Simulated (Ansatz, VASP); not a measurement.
**One calculation of La4ZrO, two programs**

```
La Zr O
1.0
     0.00000    4.48407    4.48407
     4.48407    0.00000    4.48407
     4.48407    4.48407    0.00000
La Zr O
4 1 1
Direct
  0.87399 0.37534 0.37534
  0.37534 0.37534 0.37534
  0.37534 0.87399 0.37534
  0.37534 0.37534 0.87399
  0.75000 0.75000 0.75000
  0.00000 0.00000 0.00000
```

Change from the starting cell: species swapped into the YbCdCu4 type (F-43m, No. 216).

Alike in both runs: functional PBE; k mesh 4 × 4 × 4; occupations gaussian, width 0.1 eV; no spin polarisation.

Ansatz relaxed the structure, and its values are those at the end. VASP's run is a single point on that final structure, the one shown.

|  | VASP | Ansatz |
| --- | --- | --- |
| version | VASP 6.6.1 | Ansatz 0.2.0 |
| potentials or method | VASP PAW PBE potentials, release 64 (La, Zr_sv, O), cutoff 520 eV | scalar-relativistic, plane waves, PAW |
| valence electrons in the cell | 62 | 62 |

VASP gave:

| Quantity | Value |
| --- | --- |
| gap on the k mesh at the Fermi level (eV) | none |
| pressure (GPa) | 0.1 |
| rms of the force components (eV/Å) | 0.009 |

Problem. Estimate Ansatz's values.

Solution. gap on the k mesh at the Fermi level (eV): none; pressure (GPa): 0.1; rms of the force components (eV/Å): 0.003.

A gap of «none» marks a metal or a gap that the smearing closes.

Neither program's run includes spin-orbit coupling.
